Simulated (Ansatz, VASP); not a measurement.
BaTiO3: VASP beside Ansatz

The input INCAR:

```
PREC = Accurate
ENCUT = 520
EDIFF = 1E-8
ISMEAR = -1
SIGMA = 0.03
LREAL = False
LASPH = True
NELM = 80
ALGO = Normal
ISIF = 2
LWAVE = False
LCHARG = False
GGA = PS
LEFG = True
NBANDS = 28
```

Contents of KPOINTS:

```
Automatic mesh
0
Gamma
  7 7 7
```

File POSCAR:

```
BaTiO3
1.0
    3.9998000000      0.0000000000      0.0000000000
    0.0000000000      3.9998000000      0.0000000000
    0.0000000000      0.0000000000      3.9778200000
Ba Ti O
1 1 3
Direct
    0.0000000000      0.0000000000      0.0000000000
    0.5000000000      0.5000000000      0.5000000000
    0.5000000000      0.5000000000      0.0000000000
    0.5000000000      0.0000000000      0.5000000000
    0.0000000000      0.5000000000      0.5000000000
```

Input for Ansatz:

```yaml
crystal:
  lattice:
    - [3.9998, 0.0, 0.0]
    - [0.0, 3.9998, 0.0]
    - [0.0, 0.0, 3.97782]
  atoms:
    - { symbol: Ba, position: [0.0, 0.0, 0.0] }
    - { symbol: Ti, position: [0.5, 0.5, 0.5] }
    - { symbol: O, position: [0.5, 0.5, 0.0] }
    - { symbol: O, position: [0.5, 0.0, 0.5] }
    - { symbol: O, position: [0.0, 0.5, 0.5] }
kpoints:
  mp_grid: { grid: [7, 7, 7] }
scf:
  occupations: { method: fermi_dirac, width: 0.03 }
hamiltonian:
  xc: pbesol
  pseudopotentials: { kind: all_electron, datasets: crystal }
output:
  forces: true
  stress: true
  eigenvalues: true
  efg: { contact_densities: true }
```

Change from the starting cell: zz strain of -1 %, crystal datasets.

Alike in both runs: task electric field gradients; functional PBEsol; k mesh 7 × 7 × 7; occupations fermi-dirac, width 0.03 eV; no spin polarisation.

|  | VASP | Ansatz |
| --- | --- | --- |
| version | VASP 6.6.1 | Ansatz 0.2.0 |
| potentials or method | VASP PAW PBE potentials, release 64 (Ba_sv, Ti_sv, O), cutoff 520 eV | all-electron PAW with datasets made for the crystal, scalar-relativistic |

VASP gave:

- gap on the k mesh at the Fermi level (eV): 1.77
- pressure (GPa): -1.1
- traceless stress, the component that is largest in VASP (GPa): 0.73
- size of Vzz on the site where it differs most (V/Å²): 20.4

Q: What did Ansatz give for the same quantities?

A: gap on the k mesh at the Fermi level (eV): 1.83; pressure (GPa): -2.9; traceless stress, the component that is largest in VASP (GPa): 0.71; size of Vzz on the site where it differs most (V/Å²): 20.5.

VASP's potentials were made for PBE, not for PBEsol. Ansatz ran all-electron here, and VASP with PAW potentials.

Neither program's run includes spin-orbit coupling.
